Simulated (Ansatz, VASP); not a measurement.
## One calculation of Br, two programs

```xyz
4
Lattice="3.3855 -2.3379 0.0000 3.3855 2.3379 0.0000 0.0000 0.0000 8.7599" Properties=species:S:1:pos:R:3 pbc="T T T"
Br    3.3855    0.6308    3.4172
Br    3.3855    1.7072    7.7972
Br    3.3855   -0.6308    5.3427
Br    3.3855   -1.7072    0.9627
```

Alike in both runs: task single point; functional PBE; k mesh 6 × 6 × 3; occupations fermi-dirac, width 0.05 eV; no spin polarisation.

```csv
,VASP,Ansatz
version,VASP 6.6.1,Ansatz 0.2.0
potentials or method,"VASP PAW PBE potentials, release 64 (Br)",Ansatz PAW
plane-wave cutoff (eV),520,420
valence electrons in the cell,28,28
```

```csv
,VASP,Ansatz,Ansatz less VASP
gap on the k mesh at the Fermi level (eV),1.84,1.84,-0.001
least direct gap on the mesh (eV),1.86,1.86,-0.001
pressure (GPa),1.3,1.2,-0.02
"traceless stress, the component that is largest in VASP (GPa)",0.68,0.66,-0.025
rms of the force components (eV/Å),0.380,0.374,-0.0063
```

Atom by atom the forces differ by 0.006 eV/Å (rms over components). With one functional, cell and mesh, what is left measures potentials, basis and numerics.

Noted on Ansatz's run: odd divisions of the mesh miss points on the zone boundary, where band edges often lie, so the gap on the mesh can be too wide.
